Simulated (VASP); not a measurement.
# Cs (Fm-3m) in VASP: settings compared

The runs below take Cs through single point, with PBEsol, revPBE+D3(BJ).

All numbers are computed with VASP 6.6.1; they aren't measurements. Logs are shortened: lines on timing, memory, paths and dates and some standing lists are left out, and cuts for length are marked.

### Step 1. The cell of the first run

It takes space group Fm-3m (No. 225, cubic). The conventional cell has a = 7.897 Å, b = 7.897 Å, c = 7.897 Å, α = 90.00°, β = 90.00°, γ = 90.00°.

This isn't the form of Cs at room conditions, which is bcc.

### Step 2. Single point, PBEsol

Contents of INCAR:

```
PREC     = Accurate       # precision mode
ENCUT    = 520            # plane-wave cutoff, eV
EDIFF    = 1E-7           # SCF threshold, eV
ISMEAR   = 0              # smearing method
SIGMA    = 0.1            # smearing width, eV
LREAL    = F              # projectors in reciprocal space
LASPH    = T              # aspherical terms in the spheres
NELM     = 100            # most SCF steps
ALGO     = Normal         # electronic algorithm
ISIF     = 2              # what is computed and relaxed
LWAVE    = F              # write WAVECAR
LCHARG   = F              # write CHGCAR
GGA      = PS             # functional
NBANDS   = 10             # bands
```

Contents of KPOINTS:

```
Automatic mesh
0
Gamma
  6 6 6
```

Contents of POSCAR:

```
Cs
1.0
    0.0000000000      3.9483357400      3.9483357400
    3.9483357400      0.0000000000      3.9483357400
    3.9483357400      3.9483357400      0.0000000000
Cs
1
Direct
    0.0000000000      0.0000000000      0.0000000000
```

Potentials or basis: VASP PAW PBE potentials, release 64 (Cs_sv).

Command:

```
$ cat potpaw_PBE.64/Cs_sv/POTCAR > POTCAR
$ mpirun -np 1 vasp_std > vasp.out
```

OUTCAR:

```text
PREC = Accurate
   ENCUT = 520
   EDIFF = 1E-7
   ISMEAR = 0
   LREAL = F
   LASPH = T
   NELM = 100
   ISIF = 2
   GGA = PS

 ion  position               nearest neighbor table
   1  0.000  0.000  0.000-

  LATTYP: Found a face centered cubic cell.
 ALAT       =     7.8966714800

  Lattice vectors:

 A1 = (   0.0000000000,   3.9483357400,   3.9483357400)
 A2 = (   3.9483357400,   0.0000000000,   3.9483357400)
 A3 = (   3.9483357400,   3.9483357400,   0.0000000000)

Analysis of symmetry for initial positions (statically):
=====================================================================
 Subroutine PRICEL returns:
 Original cell was already a primitive cell.

 Routine SETGRP: Setting up the symmetry group for a
 face centered cubic supercell.

 Subroutine GETGRP returns: Found 48 space group operations
 (whereof 48 operations were pure point group operations)
 out of a pool of 48 trial point group operations.

The static configuration has the point symmetry O_h .

Analysis of symmetry for dynamics (positions and initial velocities):
=====================================================================
 Subroutine PRICEL returns:
 Original cell was already a primitive cell.

 Routine SETGRP: Setting up the symmetry group for a
 face centered cubic supercell.

 Subroutine GETGRP returns: Found 48 space group operations
 (whereof 48 operations were pure point group operations)
 out of a pool of 48 trial point group operations.

The dynamic configuration has the point symmetry O_h .

 Subroutine INISYM returns: Found 48 space group operations
 (whereof 48 operations are pure point group operations),
 and found     1 'primitive' translations

----------------------------------------------------------------------------------------

                                     Primitive cell

  volume of cell :     123.1040

  direct lattice vectors                    reciprocal lattice vectors
     0.000000000  3.948335740  3.948335740    -0.126635634  0.126635634  0.126635634
     3.948335740  0.000000000  3.948335740     0.126635634 -0.126635634  0.126635634
     3.948335740  3.948335740  0.000000000     0.126635634  0.126635634 -0.126635634

  length of vectors
     5.583789952  5.583789952  5.583789952     0.219339352  0.219339352  0.219339352

  position of ions in fractional coordinates (direct lattice)
     0.000000000  0.000000000  0.000000000

  ion indices of the primitive-cell ions
   primitive index   ion index
                 1           1

----------------------------------------------------------------------------------------

 KPOINTS: Automatic mesh

Automatic generation of k-mesh.
 Grid dimensions read from file:
 generate k-points for:    6    6    6

 Generating k-lattice:

  Cartesian coordinates                     Fractional coordinates (reciprocal lattice)
    -0.021105939  0.021105939  0.021105939     0.166666667  0.000000000  0.000000000
     0.021105939 -0.021105939  0.021105939     0.000000000  0.166666667  0.000000000
     0.021105939  0.021105939 -0.021105939     0.000000000  0.000000000  0.166666667

  Length of vectors
     0.036556559  0.036556559  0.036556559

  Shift w.r.t. Gamma in fractional coordinates (k-lattice)
     0.000000000  0.000000000  0.000000000

 Subroutine IBZKPT returns following result:
 ===========================================

 Found     16 irreducible k-points:

 Following reciprocal coordinates:
            Coordinates               Weight
  0.000000  0.000000  0.000000      1.000000
  0.166667  0.000000  0.000000      8.000000
  0.333333  0.000000  0.000000      8.000000
  0.500000  0.000000  0.000000      4.000000
  0.166667  0.166667  0.000000      6.000000
  0.333333  0.166667  0.000000     24.000000
[... 8 lines left out ...]
 -0.333333  0.333333  0.166667     24.000000
 -0.333333  0.500000  0.166667     12.000000
   k-points           NKPTS =     16   k-points in BZ     NKDIM =     16   number of bands    NBANDS=     10
   number of dos      NEDOS =    301   number of ions     NIONS =      1
   total plane-waves  NPLWV =  74088
   dimension x,y,z NGX =    42 NGY =   42 NGZ =   42
   dimension x,y,z NGXF=    84 NGYF=   84 NGZF=   84
   ions per type =               1
   NGX,Y,Z   is equivalent  to a cutoff of  12.50, 12.50, 12.50 a.u.
   NGXF,Y,Z  is equivalent  to a cutoff of  25.01, 25.01, 25.01 a.u.
 SYSTEM =  unknown system
   PREC   = accura    normal or accurate (medium, high low for compatibility)
   ISTART =      0    job   : 0-new  1-cont  2-samecut
   ICHARG =      2    charge: 1-file 2-atom 10-const
   ISPIN  =      1    spin polarized calculation?
   LNONCOLLINEAR =      F non collinear calculations
   LSORBIT =      F    spin-orbit coupling
   LASPH  =      T    aspherical Exc in radial PAW
   ENCUT  =  520.0 eV  38.22 Ry    6.18 a.u.  10.38 10.38 10.38*2*pi/ulx,y,z
   NELM   =    100;   NELMIN=  2; NELMDL= -5     # of ELM steps
   EDIFF  = 0.1E-06   stopping-criterion for ELM
   LREAL  =      F    real-space projection
   EDIFFG = 0.1E-05   stopping-criterion for IOM
   NSW    =      0    number of steps for IOM
   IBRION =     -1    ionic relax: 0-MD 1-quasi-New 2-CG
   NFREE  =      0    steps in history (QN), initial steepest desc. (CG)
   ISIF   =      2    stress and relaxation
   ISYM   =      2    0-nonsym 1-usesym 2-fastsym
   POTIM  = 0.5000    time-step for ionic-motion
   TEBEG  =    0.0;   TEEND  =   0.0 temperature during run
   PSTRESS=    0.0 pullay stress
   NELECT =       9.0000    total number of electrons
   NUPDOWN=      -1.0000    fix difference up-down
   EMIN   =  10.00;   EMAX   =-10.00  energy-range for DOS
   EFERMI =   0.00;   METHOD = LEGACY
   ISMEAR =     0;   SIGMA  =   0.10  broadening in eV -4-tet -1-fermi 0-gaus
   EFERMI_NEDOS =   21; number of points for ismear=-14 and -15
   IALGO  =     38    algorithm
   IMIX   =      4    mixing-type and parameters
     AMIX     =   0.40;   BMIX     =  1.00
     AMIX_MAG =   1.60;   BMIX_MAG =  1.00
  volume/ion in A,a.u.               =     123.10       830.75
  Fermi-wavevector in a.u.,A,eV,Ry     =   0.684539  1.293591  6.375605  0.468594
  Thomas-Fermi vector in A             =   1.764221
   LORBIT       =      0    0 simple, 1 ext, 2 COOP (PROOUT), +10 PAW based schemes
   GGA     = PS    functional components
   LHFCALC =     F    Hartree Fock is set to
   AEXX    =    0.0000 exact exchange contribution
   IVDW    =     0    specifies the selected vdW correction
   LEPSILON=     F    determine dielectric tensor
   LRPA    =     F    only Hartree local field effects (RPA)
 non-spin polarized calculation
 Gauss-broadening in eV      SIGMA  =   0.10
  energy-cutoff  :      520.00
  volume of cell :      123.10
 maximum number of plane-waves:      3347
 NGX is ok and might be reduce to    42
   NGX = 21   NGY = 21   NGZ = 21

 number of electron       9.0000001 magnetization

 Free energy of the ion-electron system (eV)
  ---------------------------------------------------
  ext. energy  EPLUGINS =         0.00000000
  ---------------------------------------------------
  free energy    TOTEN  =        -0.92637444 eV

  energy without entropy =       -0.91766954  energy(sigma->0) =       -0.92202199

 E-fermi :   0.1863     XC(G=0):  -5.3025

 val. band max:        0.1450539590   @ k =   0.5000   0.3333   0.1667
 cond. band min:       0.2010658651   @ k =   0.5000   0.0000   0.0000
 fundamental gap:      0.0560119061
 Fermi energy:         0.1862789303

 k-point     1 :       0.0000    0.0000    0.0000
  band No.  band energies     occupation
      1     -23.6708      2.00000
      2     -10.4007      2.00000
      3     -10.4007      2.00000
      4     -10.4007      2.00000
      5      -1.3989      2.00000
      6       2.6335      0.00000
      7       2.6335      0.00000
      8       2.6335      0.00000
      9       3.6635      0.00000
     10       3.6635      0.00000

 k-point     2 :       0.1667    0.0000    0.0000
  band No.  band energies     occupation
      1     -23.6697      2.00000
      2     -10.4282      2.00000
      3     -10.4044      2.00000
      4     -10.4044      2.00000
      5      -1.1326      2.00000
      6       2.1831      0.00000
      7       2.7266      0.00000
      8       2.7266      0.00000
      9       3.5080      0.00000
     10       3.5080      0.00000

 k-point     3 :       0.3333    0.0000    0.0000
  band No.  band energies     occupation
      1     -23.6676      2.00000
      2     -10.4819      2.00000
      3     -10.4119      2.00000
      4     -10.4119      2.00000
      5      -0.4339      2.00000
      6       1.4654      0.00000
      7       2.6191      0.00000
      8       2.6191      0.00000
      9       3.8557      0.00000
     10       3.8557      0.00000

 k-point     4 :       0.5000    0.0000    0.0000
  band No.  band energies     occupation
      1     -23.6665      2.00000
      2     -10.5082      2.00000
      3     -10.4156      2.00000
      4     -10.4156      2.00000
      5       0.2011      0.83436
      6       0.9209      0.00000
      7       2.5001      0.00000
      8       2.5001      0.00000
      9       4.4129      0.00000
     10       4.4326      0.00000
[... 118 lines left out ...]
 k-point    14 :       0.5000    0.3333    0.1667
  band No.  band energies     occupation
      1     -23.6662      2.00000
      2     -10.4809      2.00000
      3     -10.4445      2.00000
      4     -10.4249      2.00000
      5       0.1451      1.44011
      6       1.4843      0.00000
      7       1.7177      0.00000
      8       2.9222      0.00000
      9       3.5456      0.00000
     10       4.3565      0.00000

 k-point    15 :      -0.3333    0.3333    0.1667
  band No.  band energies     occupation
      1     -23.6654      2.00000
      2     -10.4842      2.00000
      3     -10.4575      2.00000
      4     -10.4310      2.00000
      5       0.9174      0.00000
      6       0.9491      0.00000
      7       1.6371      0.00000
      8       2.6473      0.00000
      9       3.6800      0.00000
     10       4.4405      0.00000

 k-point    16 :      -0.3333    0.5000    0.1667
  band No.  band energies     occupation
      1     -23.6651      2.00000
      2     -10.4866      2.00000
      3     -10.4557      2.00000
      4     -10.4409      2.00000
      5       0.8378      0.00000
      6       1.3375      0.00000
      7       1.4598      0.00000
      8       2.5255      0.00000
      9       4.2766      0.00000
     10       4.3836      0.00000

------------------------ aborting loop because EDIFF is reached ----------------------------------------

  FORCE on cell =-STRESS in cart. coord.  units (eV):
  Direction    XX          YY          ZZ          XY          YZ          ZX
  --------------------------------------------------------------------------------------
  -------------------------------------------------------------------------------------
  Total       -0.1449045     -0.1449045     -0.1449045     -0.0000000      0.0000000      0.0000000
  in kB       -1.8859072     -1.8859072     -1.8859072     -0.0000000      0.0000000      0.0000000
  external PRESSURE =      -1.8859072 kB  Pullay stress =       0.0000000 kB

 VOLUME and BASIS-vectors are now :
 -----------------------------------------------------------------------------
  energy-cutoff  :      520.00
  volume of cell :      123.10
      direct lattice vectors                 reciprocal lattice vectors
     0.000000000  3.948335740  3.948335740    -0.126635634  0.126635634  0.126635634
     3.948335740  0.000000000  3.948335740     0.126635634 -0.126635634  0.126635634
     3.948335740  3.948335740  0.000000000     0.126635634  0.126635634 -0.126635634

 POSITION                                       TOTAL-FORCE (eV/Angst)
 -----------------------------------------------------------------------------------
      0.00000      0.00000      0.00000         0.000000     -0.000000     -0.000000
 -----------------------------------------------------------------------------------
    total drift:                               -0.000000     -0.000000     -0.000000

  FREE ENERGIE OF THE ION-ELECTRON SYSTEM (eV)
  ---------------------------------------------------
  free  energy   TOTEN  =        -0.9263744367 eV

  energy  without entropy=       -0.9176695441  energy(sigma->0) =       -0.92202199
```

Wall time 17 s (1 thread of Intel Xeon Platinum 8488C (Sapphire Rapids), shared host); peak memory 0.23 GiB.

What came out:

| Item | Value |
| --- | --- |
| Free energy | -0.9264 eV |
| Pressure | -0.2 GPa |
| Band gap on the k mesh | zero (an odd number of electrons rules out a gap without spin polarisation) |

Levels at points of the mesh, in eV from the Fermi level:
```csv
k point,band 3,band 4,band 5,band 6,band 7,band 8
"(0.00, 0.00, 0.00)",-10.59,-10.59,-1.59,2.45,2.45,2.45
"(0.50, 0.00, 0.00)",-10.60,-10.60,0.01,0.73,2.31,2.31
"(0.50, 0.50, 0.00)",-10.63,-10.63,0.35,1.11,1.36,3.84
```

Caveat: the PAW data sets were made with another functional, which shifts forces and pressure a little; spin-orbit coupling is left out, which moves the levels of the heavy elements.

### Step 3. Single point, revPBE+D3(BJ), non-collinear spin, zero start, spin-orbit coupling (117.00 Å³/atom)

This run uses another cell than the first one, of 117.00 Å³/atom.

Contents of INCAR:

```
PREC = Accurate
ENCUT = 520
EDIFF = 1E-7
ISMEAR = 1
SIGMA = 0.2
LREAL = False
LASPH = True
NELM = 150
ALGO = Normal
ISIF = 2
LWAVE = False
LCHARG = False
LNONCOLLINEAR = True
MAGMOM = 0 0 0
LORBIT = 11
LSORBIT = True
GGA_COMPAT = False
LORBMOM = True
GGA = RE
IVDW = 12
NBANDS = 20
```

Contents of KPOINTS:

```
regular mesh
0
Gamma
  5 5 5
```

Contents of POSCAR:

```
Cs
1.0
    5.4898565282      0.0000000000      0.0000000000
    2.7449282641      4.7543552165      0.0000000000
    2.7449282641      1.5847850722      4.4824490851
Cs
1
Direct
    0.0000000000      0.0000000000      0.0000000000
```

Potentials or basis: VASP PAW PBE potentials, release 64 (Cs_sv).

Command:

```
$ cat potpaw_PBE.64/Cs_sv/POTCAR > POTCAR
$ mpirun -np 1 vasp_ncl > vasp.out
```

Run time: 2 min. Hardware: 1 thread of Intel Xeon 8259CL, shared host; peak memory 0.52 GiB.

Results (log left out):

- Free energy: -1.0698 eV
- Pressure: 0.0 GPa
- Net moment: 0.00 μB per cell
- Valence electrons inside the program's atomic spheres: Cs 6.56
- Dispersion energy per atom: -0.139 eV

Moments on the atoms (μB; x, y, z):
```
Cs  0.00 0.00 0.00
```

Caveat: the PAW data sets were made with another functional, which shifts forces and pressure a little.
